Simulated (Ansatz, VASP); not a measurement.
## Two plane-wave programs on TiAl

```
CELL_PARAMETERS angstrom
3.14389 0.05154 -0.03316
0.05154 3.12830 -0.00178
-0.03316 -0.00178 3.19723
ATOMIC_POSITIONS crystal
Ti 0.00000 0.00000 0.00000
Al 0.50000 0.50000 0.50000
```

Change from the starting cell: cell sheared at random, sigma 0.01, atoms nudged by 0.01 Å; relaxed back.

Alike in both runs: functional PBEsol; k mesh 10 × 10 × 10; occupations gaussian, width 0.15 eV; no spin polarisation.

Ansatz relaxed the structure, and its values are those at the end. VASP's run is a single point on that final structure, the one shown.

|  | VASP | Ansatz |
| --- | --- | --- |
| version | VASP 6.6.1 | Ansatz 0.2.0 |
| potentials or method | VASP PAW PBE potentials, release 64 (Ti_sv, Al), cutoff 520 eV | scalar-relativistic, plane waves, PAW |
| valence electrons in the cell | 15 | 15 |

```tsv
	VASP	Ansatz	Ansatz less VASP
gap on the k mesh at the Fermi level (eV)	none	none	-
pressure (GPa)	0.3	0.2	-0.06
```

VASP's potentials were made for PBE, not for PBEsol. A gap of «none» marks a metal or a gap that the smearing closes. With one functional, cell and mesh, what is left measures potentials, basis and numerics. Ansatz's warnings: stress scf threshold loose.
